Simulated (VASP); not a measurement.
# MgO (Fm-3m) in VASP: single point with r2SCAN

Aim: the single point of MgO with r2SCAN.

Program: VASP 6.6.1. These are calculated values, not measurements. Logs are shortened: lines on timing, memory, paths and dates and some standing lists are left out, and cuts for length are marked.

### Step 1. The cell of the first run

The structure is cubic, space group Fm-3m (No. 225). The conventional cell has a = 4.204 Å, b = 4.204 Å, c = 4.204 Å, α = 90.00°, β = 90.00°, γ = 90.00°. Within 2.8 Å of Mg (site symmetry m-3m) lie 6 O at 2.10 Å. Within 2.8 Å of O (site symmetry m-3m) lie 6 Mg at 2.10 Å.

### Step 2. Single point, r2SCAN

POSCAR

```
MgO
1.0
    0.0000000000      2.1021665416      2.1021665416
    2.1021665416      0.0000000000      2.1021665416
    2.1021665416      2.1021665416      0.0000000000
Mg O
1 1
Direct
    0.0000000000      0.0000000000      0.0000000000
    0.5000000000      0.5000000000      0.5000000000
```

INCAR.step1

```
SYSTEM = MgO
PREC = Accurate
ENCUT = 750
ISMEAR = -1
SIGMA = 0.1
LREAL = .False.
LASPH = .True.
NELM = 120
NBANDS = 15
GGA = PE
ALGO = Normal
EDIFF = 1E-5
LWAVE = .True.
LCHARG = .False.
GGA_COMPAT = .False.
```

INCAR.step2

```
SYSTEM = MgO
PREC = Accurate
ENCUT = 750
EDIFF = 1E-6
ISMEAR = -1
SIGMA = 0.1
LREAL = .False.
LASPH = .True.
NELM = 120
ALGO = Normal
ISIF = 2
LWAVE = .False.
LCHARG = .True.
METAGGA = R2SCAN
LMIXTAU = .True.
LELF = .True.
LVHAR = .True.
NBANDS = 15
ISTART = 1
GGA_COMPAT = .False.
```

KPOINTS

```
regular mesh
0
Gamma
  20 20 20
  0 0 0
```

Potentials or basis: VASP PAW PBE potentials, release 64 (Mg_sv, O).

Started as:

```console
$ cat potpaw_PBE.64/Mg_sv/POTCAR potpaw_PBE.64/O/POTCAR > POTCAR
$ cp INCAR.step1 INCAR
$ mpirun -np 1 vasp_std > vasp.out
$ cp INCAR.step2 INCAR
$ mpirun -np 1 vasp_std > vasp.out
```

OUTCAR:

```text
SYSTEM = MgO
   PREC = Accurate
   ENCUT = 750
   EDIFF = 1E-6
   ISMEAR = -1
   LREAL = .False.
   LASPH = .True.
   NELM = 120
   ISIF = 2
   METAGGA = R2SCAN
   ISTART = 1

 ion  position               nearest neighbor table
   1  0.000  0.000  0.000-   2 2.10   2 2.10   2 2.10   2 2.10   2 2.10   2 2.10
   2  0.500  0.500  0.500-   1 2.10   1 2.10   1 2.10   1 2.10   1 2.10   1 2.10

  LATTYP: Found a face centered cubic cell.
 ALAT       =     4.2043330832

  Lattice vectors:

 A1 = (   0.0000000000,   2.1021665416,   2.1021665416)
 A2 = (   2.1021665416,   0.0000000000,   2.1021665416)
 A3 = (   2.1021665416,   2.1021665416,   0.0000000000)

Analysis of symmetry for initial positions (statically):
=====================================================================
 Subroutine PRICEL returns:
 Original cell was already a primitive cell.

 Routine SETGRP: Setting up the symmetry group for a
 face centered cubic supercell.

 Subroutine GETGRP returns: Found 48 space group operations
 (whereof 48 operations were pure point group operations)
 out of a pool of 48 trial point group operations.

The static configuration has the point symmetry O_h .

Analysis of symmetry for dynamics (positions and initial velocities):
=====================================================================
 Subroutine PRICEL returns:
 Original cell was already a primitive cell.

 Routine SETGRP: Setting up the symmetry group for a
 face centered cubic supercell.

 Subroutine GETGRP returns: Found 48 space group operations
 (whereof 48 operations were pure point group operations)
 out of a pool of 48 trial point group operations.

The dynamic configuration has the point symmetry O_h .

 Subroutine INISYM returns: Found 48 space group operations
 (whereof 48 operations are pure point group operations),
 and found     1 'primitive' translations

----------------------------------------------------------------------------------------

                                     Primitive cell

  volume of cell :      18.5794

  direct lattice vectors                    reciprocal lattice vectors
     0.000000000  2.102166542  2.102166542    -0.237849852  0.237849852  0.237849852
     2.102166542  0.000000000  2.102166542     0.237849852 -0.237849852  0.237849852
     2.102166542  2.102166542  0.000000000     0.237849852  0.237849852 -0.237849852

  length of vectors
     2.972912433  2.972912433  2.972912433     0.411968028  0.411968028  0.411968028

[... 88 lines left out ...]
   POTIM  = 0.5000    time-step for ionic-motion
   TEBEG  =    0.0;   TEEND  =   0.0 temperature during run
   PSTRESS=    0.0 pullay stress
   NELECT =      16.0000    total number of electrons
   NUPDOWN=      -1.0000    fix difference up-down
   EMIN   =  10.00;   EMAX   =-10.00  energy-range for DOS
   EFERMI =   0.00;   METHOD = LEGACY
   ISMEAR =    -1;   SIGMA  =   0.10  broadening in eV -4-tet -1-fermi 0-gaus
   EFERMI_NEDOS =   21; number of points for ismear=-14 and -15
   IALGO  =     38    algorithm
   IMIX   =      4    mixing-type and parameters
     AMIX     =   0.40;   BMIX     =  1.00
     AMIX_MAG =   1.60;   BMIX_MAG =  1.00
  volume/ion in A,a.u.               =       9.29        62.69
  Fermi-wavevector in a.u.,A,eV,Ry     =   1.557535  2.943314 33.006565  2.425914
  Thomas-Fermi vector in A             =   2.661171
   LORBIT       =      0    0 simple, 1 ext, 2 COOP (PROOUT), +10 PAW based schemes
   METAGGA = R2SCAN    functional components
   LHFCALC =     F    Hartree Fock is set to
   AEXX    =    0.0000 exact exchange contribution
   IVDW    =     0    specifies the selected vdW correction
   LEPSILON=     F    determine dielectric tensor
   LRPA    =     F    only Hartree local field effects (RPA)
 non-spin polarized calculation
  energy-cutoff  :      750.00
  volume of cell :       18.58
 maximum number of plane-waves:       893
   NGX = 13   NGY = 13   NGZ = 13

 number of electron      15.9999994 magnetization

 Free energy of the ion-electron system (eV)
  ---------------------------------------------------
  ext. energy  EPLUGINS =         0.00000000
  ---------------------------------------------------
  free energy    TOTEN  =       -16.16274895 eV

  energy without entropy =      -16.16274895  energy(sigma->0) =      -16.16274895

 E-fermi :   4.6783     XC(G=0): -12.0711

 val. band max:        2.5456684904   @ k =   0.0000   0.0000   0.0000
 cond. band min:       8.2493002043   @ k =   0.0000   0.0000   0.0000
 fundamental gap:      5.7036317139
 Fermi energy:         4.6782756644

 k-point     1 :       0.0000    0.0000    0.0000
  band No.  band energies     occupation
      1     -72.4052      2.00000
      2     -37.4963      2.00000
      3     -37.4963      2.00000
      4     -37.4963      2.00000
      5     -15.6691      2.00000
      6       2.5457      2.00000
      7       2.5457      2.00000
      8       2.5457      2.00000
      9       8.2493      0.00000
     10      19.4396      0.00000
     11      19.4396      0.00000
     12      19.4396      0.00000
     13      23.5625      0.00000
     14      25.3995      0.00000
[... 401 lines left out ...]
      2     -37.5681      2.00000
      3     -37.5052      2.00000
      4     -37.5023      2.00000
      5     -14.6109      2.00000
      6      -1.4230      2.00000
      7       1.8474      2.00000
      8       1.9873      2.00000
      9      11.4329      0.00000
     10      16.0808      0.00000
     11      20.0045      0.00000
     12      20.3843      0.00000
     13      24.8509      0.00000
     14      25.7076      0.00000
     15      25.9542      0.00000

 [... further k-points ...]

------------------------ aborting loop because EDIFF is reached ----------------------------------------

  FORCE on cell =-STRESS in cart. coord.  units (eV):
  Direction    XX          YY          ZZ          XY          YZ          ZX
  --------------------------------------------------------------------------------------
  -------------------------------------------------------------------------------------
  Total       -0.0014621     -0.0014621     -0.0014621      0.0000000     -0.0000000      0.0000000
  in kB       -0.1260847     -0.1260847     -0.1260847      0.0000000     -0.0000000      0.0000000
  external PRESSURE =      -0.1260847 kB  Pullay stress =       0.0000000 kB

 VOLUME and BASIS-vectors are now :
 -----------------------------------------------------------------------------
  energy-cutoff  :      750.00
  volume of cell :       18.58
      direct lattice vectors                 reciprocal lattice vectors
     0.000000000  2.102166542  2.102166542    -0.237849852  0.237849852  0.237849852
     2.102166542  0.000000000  2.102166542     0.237849852 -0.237849852  0.237849852
     2.102166542  2.102166542  0.000000000     0.237849852  0.237849852 -0.237849852

 POSITION                                       TOTAL-FORCE (eV/Angst)
 -----------------------------------------------------------------------------------
      0.00000      0.00000      0.00000        -0.000000     -0.000000     -0.000000
      2.10217      2.10217      2.10217         0.000000      0.000000      0.000000
 -----------------------------------------------------------------------------------
    total drift:                                0.000000      0.000000      0.000000

  FREE ENERGIE OF THE ION-ELECTRON SYSTEM (eV)
  ---------------------------------------------------
  free  energy   TOTEN  =       -16.1627489470 eV

  energy  without entropy=      -16.1627489469  energy(sigma->0) =      -16.16274895
```

OUTCAR.step1:

```text
SYSTEM = MgO
   PREC = Accurate
   ENCUT = 750
   ISMEAR = -1
   LREAL = .False.
   LASPH = .True.
[... 652 lines left out ...]
      0.00000      0.00000      0.00000         0.000000      0.000000      0.000000
      2.10217      2.10217      2.10217         0.000000      0.000000     -0.000000
 -----------------------------------------------------------------------------------
    total drift:                                0.000000      0.000000      0.000000

  FREE ENERGIE OF THE ION-ELECTRON SYSTEM (eV)
  ---------------------------------------------------
  free  energy   TOTEN  =       -11.8744292187 eV

  energy  without entropy=      -11.8744292185  energy(sigma->0) =      -11.87442922
```

Wall time 3.8 min (1 thread of Intel Xeon 6975P-C (Granite Rapids), shared host); peak memory 0.24 GiB.

What came out:

| Quantity | Value |
| --- | --- |
| Free energy | -16.1627 eV |
| Pressure | 0.0 GPa |
| Band gap on the k mesh | 5.70 eV |

Caveat: the PAW data sets were made with another functional, which shifts forces and pressure a little.
